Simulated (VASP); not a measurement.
# Pd (Fm-3m) in VASP: notebook

The runs below take Pd through single point, with PBEsol.

Program: VASP 6.6.1. These are calculated values, not measurements. Logs are shortened: lines on timing, memory, paths and dates and some standing lists are left out, and cuts for length are marked.

### 1 The cell of the first run

The structure is cubic, space group Fm-3m (No. 225). Conventional cell: a = 3.867 Å, b = 3.867 Å, c = 3.867 Å, α = 90.00°, β = 90.00°, γ = 90.00°. Within 3.6 Å of Pd (site symmetry m-3m) lie 12 Pd at 2.73 Å.

### 2 Single point, PBEsol

The input, INCAR:

```
SYSTEM = Pd
ALGO = Normal
EDIFF = 1E-7
ENCUT = 520
GGA = PS
ISIF = 2
ISMEAR = -1
LASPH = .True.
LCHARG = .False.
LREAL = .False.
LWAVE = .False.
NBANDS = 11
NELM = 80
PREC = Accurate
SIGMA = 0.1
```

The input, KPOINTS:

```
k-points
0
Gamma
  12 12 12
  0 0 0
```

The input, POSCAR:

```
Pd
1.0
    0.0000000000      1.9334358480      1.9334358480
    1.9334358480      0.0000000000      1.9334358480
    1.9334358480      1.9334358480      0.0000000000
Pd
1
Direct
    0.0000000000      0.0000000000      0.0000000000
```

Potentials or basis: VASP PAW PBE potentials, release 64 (Pd).

Command:

```sh
> cat potpaw_PBE.64/Pd/POTCAR > POTCAR
> mpirun -np 1 vasp_std > vasp.out
```

OUTCAR:

```text
SYSTEM = Pd
   EDIFF = 1E-7
   ENCUT = 520
   GGA = PS
   ISIF = 2
   ISMEAR = -1
   LASPH = .True.
   LREAL = .False.
   NELM = 80
   PREC = Accurate

 ion  position               nearest neighbor table
   1  0.000  0.000  0.000-

  LATTYP: Found a face centered cubic cell.
 ALAT       =     3.8668716960

  Lattice vectors:

 A1 = (   0.0000000000,   1.9334358480,   1.9334358480)
 A2 = (   1.9334358480,   0.0000000000,   1.9334358480)
 A3 = (   1.9334358480,   1.9334358480,   0.0000000000)

Analysis of symmetry for initial positions (statically):
=====================================================================
 Subroutine PRICEL returns:
 Original cell was already a primitive cell.

 Routine SETGRP: Setting up the symmetry group for a
 face centered cubic supercell.

 Subroutine GETGRP returns: Found 48 space group operations
 (whereof 48 operations were pure point group operations)
 out of a pool of 48 trial point group operations.

The static configuration has the point symmetry O_h .

Analysis of symmetry for dynamics (positions and initial velocities):
=====================================================================
 Subroutine PRICEL returns:
 Original cell was already a primitive cell.

 Routine SETGRP: Setting up the symmetry group for a
 face centered cubic supercell.

 Subroutine GETGRP returns: Found 48 space group operations
 (whereof 48 operations were pure point group operations)
 out of a pool of 48 trial point group operations.

The dynamic configuration has the point symmetry O_h .

 Subroutine INISYM returns: Found 48 space group operations
 (whereof 48 operations are pure point group operations),
 and found     1 'primitive' translations

----------------------------------------------------------------------------------------

                                     Primitive cell

  volume of cell :      14.4550

  direct lattice vectors                    reciprocal lattice vectors
     0.000000000  1.933435848  1.933435848    -0.258606977  0.258606977  0.258606977
     1.933435848  0.000000000  1.933435848     0.258606977 -0.258606977  0.258606977
     1.933435848  1.933435848  0.000000000     0.258606977  0.258606977 -0.258606977

  length of vectors
     2.734291198  2.734291198  2.734291198     0.447920423  0.447920423  0.447920423

  position of ions in fractional coordinates (direct lattice)
     0.000000000  0.000000000  0.000000000

  ion indices of the primitive-cell ions
   primitive index   ion index
                 1           1

----------------------------------------------------------------------------------------

 KPOINTS: k-points

Automatic generation of k-mesh.
 Grid dimensions read from file:
 generate k-points for:   12   12   12

 Generating k-lattice:

  Cartesian coordinates                     Fractional coordinates (reciprocal lattice)
    -0.021550581  0.021550581  0.021550581     0.083333333  0.000000000  0.000000000
     0.021550581 -0.021550581  0.021550581     0.000000000  0.083333333  0.000000000
     0.021550581  0.021550581 -0.021550581     0.000000000  0.000000000  0.083333333

  Length of vectors
     0.037326702  0.037326702  0.037326702

  Shift w.r.t. Gamma in fractional coordinates (k-lattice)
     0.000000000  0.000000000  0.000000000

 Subroutine IBZKPT returns following result:
 ===========================================

 Found     72 irreducible k-points:

 Following reciprocal coordinates:
            Coordinates               Weight
  0.000000  0.000000  0.000000      1.000000
  0.083333  0.000000  0.000000      8.000000
  0.166667  0.000000  0.000000      8.000000
  0.250000  0.000000  0.000000      8.000000
  0.333333  0.000000  0.000000      8.000000
  0.416667  0.000000  0.000000      8.000000
[... 16 lines left out ...]
  0.500000  0.166667  0.000000     24.000000
 -0.416667  0.166667  0.000000     24.000000
 [... further k-points ...]
   k-points           NKPTS =     72   k-points in BZ     NKDIM =     72   number of bands    NBANDS=     11
   number of dos      NEDOS =    301   number of ions     NIONS =      1
   total plane-waves  NPLWV =   8000
   dimension x,y,z NGX =    20 NGY =   20 NGZ =   20
   dimension x,y,z NGXF=    40 NGYF=   40 NGZF=   40
   ions per type =               1
   NGX,Y,Z   is equivalent  to a cutoff of  12.16, 12.16, 12.16 a.u.
   NGXF,Y,Z  is equivalent  to a cutoff of  24.32, 24.32, 24.32 a.u.
 SYSTEM =  Pd
   PREC   = accura    normal or accurate (medium, high low for compatibility)
   ISTART =      0    job   : 0-new  1-cont  2-samecut
   ICHARG =      2    charge: 1-file 2-atom 10-const
   ISPIN  =      1    spin polarized calculation?
   LNONCOLLINEAR =      F non collinear calculations
   LSORBIT =      F    spin-orbit coupling
   LASPH  =      T    aspherical Exc in radial PAW
   ENCUT  =  520.0 eV  38.22 Ry    6.18 a.u.   5.08  5.08  5.08*2*pi/ulx,y,z
   NELM   =     80;   NELMIN=  2; NELMDL= -5     # of ELM steps
   EDIFF  = 0.1E-06   stopping-criterion for ELM
   LREAL  =      F    real-space projection
   EDIFFG = 0.1E-05   stopping-criterion for IOM
   NSW    =      0    number of steps for IOM
   IBRION =     -1    ionic relax: 0-MD 1-quasi-New 2-CG
   NFREE  =      0    steps in history (QN), initial steepest desc. (CG)
   ISIF   =      2    stress and relaxation
   ISYM   =      2    0-nonsym 1-usesym 2-fastsym
   POTIM  = 0.5000    time-step for ionic-motion
   TEBEG  =    0.0;   TEEND  =   0.0 temperature during run
   PSTRESS=    0.0 pullay stress
   NELECT =      10.0000    total number of electrons
   NUPDOWN=      -1.0000    fix difference up-down
   EMIN   =  10.00;   EMAX   =-10.00  energy-range for DOS
   EFERMI =   0.00;   METHOD = LEGACY
   ISMEAR =    -1;   SIGMA  =   0.10  broadening in eV -4-tet -1-fermi 0-gaus
   EFERMI_NEDOS =   21; number of points for ismear=-14 and -15
   IALGO  =     38    algorithm
   IMIX   =      4    mixing-type and parameters
     AMIX     =   0.40;   BMIX     =  1.00
     AMIX_MAG =   1.60;   BMIX_MAG =  1.00
  volume/ion in A,a.u.               =      14.46        97.55
  Fermi-wavevector in a.u.,A,eV,Ry     =   1.447888  2.736112 28.522990  2.096381
  Thomas-Fermi vector in A             =   2.565792
   LORBIT       =      0    0 simple, 1 ext, 2 COOP (PROOUT), +10 PAW based schemes
   GGA     = PS    functional components
   LHFCALC =     F    Hartree Fock is set to
   AEXX    =    0.0000 exact exchange contribution
   IVDW    =     0    specifies the selected vdW correction
   LEPSILON=     F    determine dielectric tensor
   LRPA    =     F    only Hartree local field effects (RPA)
 non-spin polarized calculation
  energy-cutoff  :      520.00
  volume of cell :       14.46
 maximum number of plane-waves:       399
   NGX = 11   NGY = 11   NGZ = 11

 number of electron      10.0000003 magnetization

 Free energy of the ion-electron system (eV)
  ---------------------------------------------------
  ext. energy  EPLUGINS =         0.00000000
  ---------------------------------------------------
  free energy    TOTEN  =        -6.00040087 eV

  energy without entropy =       -5.93907627  energy(sigma->0) =       -5.96973857

 E-fermi :   9.9671     XC(G=0): -13.5082

 val. band max:        9.9504981001   @ k =   0.5000   0.0833   0.0000
 cond. band min:       9.9834229204   @ k =   0.5000   0.1667   0.0000
 fundamental gap:      0.0329248203
 Fermi energy:         9.9670539446

 k-point     1 :       0.0000    0.0000    0.0000
  band No.  band energies     occupation
      1       2.5673      2.00000
      2       7.0094      2.00000
      3       7.0094      2.00000
      4       7.0094      2.00000
      5       8.6939      1.99999
      6       8.6939      1.99999
      7      27.1023      0.00000
      8      31.9864      0.00000
      9      31.9864      0.00000
     10      31.9864      0.00000
     11      35.9598      0.00000

 k-point     2 :       0.0833    0.0000    0.0000
  band No.  band energies     occupation
      1       2.8222      2.00000
      2       6.9191      2.00000
      3       7.0972      2.00000
      4       7.0972      2.00000
      5       8.6529      2.00000
      6       8.6529      2.00000
      7      27.3721      0.00000
      8      30.4886      0.00000
      9      32.2881      0.00000
     10      32.2881      0.00000
     11      36.0185      0.00000

 k-point     3 :       0.1667    0.0000    0.0000
  band No.  band energies     occupation
      1       3.5120      2.00000
      2       6.7612      2.00000
      3       7.2755      2.00000
      4       7.2755      2.00000
      5       8.6241      2.00000
      6       8.6241      2.00000
      7      27.2949      0.00000
      8      28.4527      0.00000
      9      33.0788      0.00000
     10      33.0788      0.00000
     11      36.1001      0.00000

 k-point     4 :       0.2500    0.0000    0.0000
  band No.  band energies     occupation
      1       4.2855      2.00000
      2       6.9577      2.00000
      3       7.3142      2.00000
      4       7.3142      2.00000
      5       8.8443      1.99997
      6       8.8443      1.99997
      7      24.5934      0.00000
      8      28.1975      0.00000
      9      33.7968      0.00000
     10      33.7968      0.00000
     11      35.7802      0.00000
[... 239 lines left out ...]
 k-point    22 :       0.4167    0.1667    0.0000
  band No.  band energies     occupation
      1       5.0699      2.00000
      2       6.5618      2.00000
      3       7.1754      2.00000
      4       7.7426      2.00000
      5       9.8934      1.35246
      6      11.1316      0.00002
      7      20.8603      0.00000
      8      27.2691      0.00000
      9      28.6636      0.00000
     10      30.4425      0.00000
     11      36.0338      0.00000

 k-point    23 :       0.5000    0.1667    0.0000
  band No.  band energies     occupation
      1       5.0343      2.00000
      2       6.5054      2.00000
      3       7.5916      2.00000
      4       7.7197      2.00000
      5       9.9834      0.91834
      6      13.0123      0.00000
      7      18.1418      0.00000
      8      26.4300      0.00000
      9      28.9243      0.00000
     10      29.4344      0.00000
     11      36.0419      0.00000

 k-point    24 :      -0.4167    0.1667    0.0000
  band No.  band energies     occupation
      1       5.0880      2.00000
      2       6.5136      2.00000
      3       7.5201      2.00000
      4       7.9295      2.00000
      5       9.7015      1.86869
      6      13.5669      0.00000
      7      17.6426      0.00000
      8      25.8753      0.00000
      9      28.8978      0.00000
     10      29.9966      0.00000
     11      36.0371      0.00000

 [... further k-points ...]

------------------------ aborting loop because EDIFF is reached ----------------------------------------

  FORCE on cell =-STRESS in cart. coord.  units (eV):
  Direction    XX          YY          ZZ          XY          YZ          ZX
  --------------------------------------------------------------------------------------
  -------------------------------------------------------------------------------------
  Total        0.1033229      0.1033229      0.1033229     -0.0000000     -0.0000000      0.0000000
  in kB       11.4521688     11.4521688     11.4521688     -0.0000000     -0.0000000      0.0000000
  external PRESSURE =      11.4521688 kB  Pullay stress =       0.0000000 kB

 VOLUME and BASIS-vectors are now :
 -----------------------------------------------------------------------------
  energy-cutoff  :      520.00
  volume of cell :       14.46
      direct lattice vectors                 reciprocal lattice vectors
     0.000000000  1.933435848  1.933435848    -0.258606977  0.258606977  0.258606977
     1.933435848  0.000000000  1.933435848     0.258606977 -0.258606977  0.258606977
     1.933435848  1.933435848  0.000000000     0.258606977  0.258606977 -0.258606977

 POSITION                                       TOTAL-FORCE (eV/Angst)
 -----------------------------------------------------------------------------------
      0.00000      0.00000      0.00000         0.000000      0.000000      0.000000
 -----------------------------------------------------------------------------------
    total drift:                                0.000000      0.000000      0.000000

  FREE ENERGIE OF THE ION-ELECTRON SYSTEM (eV)
  ---------------------------------------------------
  free  energy   TOTEN  =        -6.0004008654 eV

  energy  without entropy=       -5.9390762661  energy(sigma->0) =       -5.96973857
```

Run time: 8.2 s. Hardware: 1 thread of Intel Xeon Platinum 8259CL at 2.50GHz (Skylake/Cascade Lake), shared host; peak memory 0.13 GiB.

Results:

```
Free energy            : -6.0004 eV
Pressure               : 1.1 GPa
Band gap on the k mesh : zero (band 5 reaches 10.27 eV, above the bottom of band 6 at 8.62 eV)
```

Caveat: the PAW data sets were made with another functional, which shifts forces and pressure a little.

### 3 Single point, PBEsol

This run uses another cell than the first one, of 14.75 Å³/atom, 1.020 times its volume.

The input, INCAR:

```
ALGO = Normal
EDIFF = 1E-6
ENCUT = 520
GGA = PS
ISIF = 2
ISMEAR = -1
LASPH = True
LCHARG = False
LREAL = False
LWAVE = False
NBANDS = 11
NELM = 100
PREC = Accurate
SIGMA = 0.1
```

The input, KPOINTS:

```
k-points
0
Gamma
  12 12 12
```

The input, POSCAR:

```
Pd
1.0
    0.0000000000      1.9465000000      1.9465000000
    1.9465000000      0.0000000000      1.9465000000
    1.9465000000      1.9465000000      0.0000000000
Pd
1
Direct
    0.0000000000      0.0000000000      0.0000000000
```

Potentials or basis: VASP PAW PBE potentials, release 64 (Pd).

Command:

```sh
> cat potpaw_PBE.64/Pd/POTCAR > POTCAR
> mpirun -np 1 vasp_std > vasp.out
```

OUTCAR:

```text
EDIFF = 1E-6
   ENCUT = 520
   GGA = PS
   ISIF = 2
   ISMEAR = -1
   LASPH = True
   LREAL = False
   NELM = 100
   PREC = Accurate

 ion  position               nearest neighbor table
   1  0.000  0.000  0.000-

  LATTYP: Found a face centered cubic cell.
 ALAT       =     3.8930000000

  Lattice vectors:

 A1 = (   0.0000000000,   1.9465000000,   1.9465000000)
 A2 = (   1.9465000000,   0.0000000000,   1.9465000000)
 A3 = (   1.9465000000,   1.9465000000,   0.0000000000)

Analysis of symmetry for initial positions (statically):
=====================================================================
 Subroutine PRICEL returns:
 Original cell was already a primitive cell.

 Routine SETGRP: Setting up the symmetry group for a
 face centered cubic supercell.

 Subroutine GETGRP returns: Found 48 space group operations
 (whereof 48 operations were pure point group operations)
 out of a pool of 48 trial point group operations.

The static configuration has the point symmetry O_h .

Analysis of symmetry for dynamics (positions and initial velocities):
=====================================================================
 Subroutine PRICEL returns:
 Original cell was already a primitive cell.
[... 159 lines left out ...]
 fundamental gap:      0.0317617821
 Fermi energy:         9.6216290465

 k-point     1 :       0.0000    0.0000    0.0000
  band No.  band energies     occupation
      1       2.3804      2.00000
      2       6.7576      2.00000
      3       6.7576      2.00000
      4       6.7576      2.00000
      5       8.3874      1.99999
      6       8.3874      1.99999
      7      26.7492      0.00000
      8      31.5169      0.00000
      9      31.5169      0.00000
     10      31.5169      0.00000
     11      35.6833      0.00000
[... 309 lines left out ...]
 k-point    24 :      -0.4167    0.1667    0.0000
  band No.  band energies     occupation
      1       4.8879      2.00000
      2       6.2816      2.00000
      3       7.2547      2.00000
      4       7.6548      2.00000
      5       9.3627      1.86034
      6      13.1798      0.00000
      7      17.1452      0.00000
      8      25.3863      0.00000
      9      28.4133      0.00000
     10      29.4253      0.00000
     11      35.7764      0.00000

 [... further k-points ...]
[... 5 lines left out ...]
  --------------------------------------------------------------------------------------
  -------------------------------------------------------------------------------------
  Total       -0.2622842     -0.2622842     -0.2622842      0.0000000      0.0000000      0.0000000
  in kB      -28.4898079    -28.4898079    -28.4898079      0.0000000      0.0000000      0.0000000
  external PRESSURE =     -28.4898079 kB  Pullay stress =       0.0000000 kB

 VOLUME and BASIS-vectors are now :
 -----------------------------------------------------------------------------
  energy-cutoff  :      520.00
  volume of cell :       14.75
      direct lattice vectors                 reciprocal lattice vectors
     0.000000000  1.946500000  1.946500000    -0.256871307  0.256871307  0.256871307
     1.946500000  0.000000000  1.946500000     0.256871307 -0.256871307  0.256871307
     1.946500000  1.946500000  0.000000000     0.256871307  0.256871307 -0.256871307

 POSITION                                       TOTAL-FORCE (eV/Angst)
 -----------------------------------------------------------------------------------
      0.00000      0.00000      0.00000        -0.000000     -0.000000      0.000000
 -----------------------------------------------------------------------------------
    total drift:                                0.000000     -0.000000     -0.000000

  FREE ENERGIE OF THE ION-ELECTRON SYSTEM (eV)
  ---------------------------------------------------
  free  energy   TOTEN  =        -5.9989487533 eV

  energy  without entropy=       -5.9361209126  energy(sigma->0) =       -5.96753483
```

stdout:

```text
POSCAR found type information on POSCAR Pd
 POSCAR found :  1 types and       1 ions
 scaLAPACK will be used
 -----------------------------------------------------------------------------
|                                                                             |
|                                                                             |
|     You enforced a specific xc type in the INCAR file but a different       |
|     I HOPE YOU KNOW WHAT YOU ARE DOING!                                     |
|                                                                             |
 -----------------------------------------------------------------------------

 LDA part: xc-table for (Slater+PW92), standard interpolation
 POSCAR, INCAR and KPOINTS ok, starting setup
 FFT: planning ... GRIDC
 FFT: planning ... GRID_SOFT
 FFT: planning ... GRID
 WAVECAR not read
 entering main loop
```

Wall time 9.4 s (1 thread of Intel Xeon Platinum 8259CL at 2.50GHz (Skylake/Cascade Lake), shared host); peak memory 0.13 GiB.

Results:

- Free energy: -5.9989 eV
- Pressure: -2.8 GPa
- Band gap on the k mesh: zero (band 5 reaches 9.91 eV, above the bottom of band 6 at 8.32 eV)

Caveat: the PAW data sets were made with another functional, which shifts forces and pressure a little.

(Part 1 of 2 ends here.)
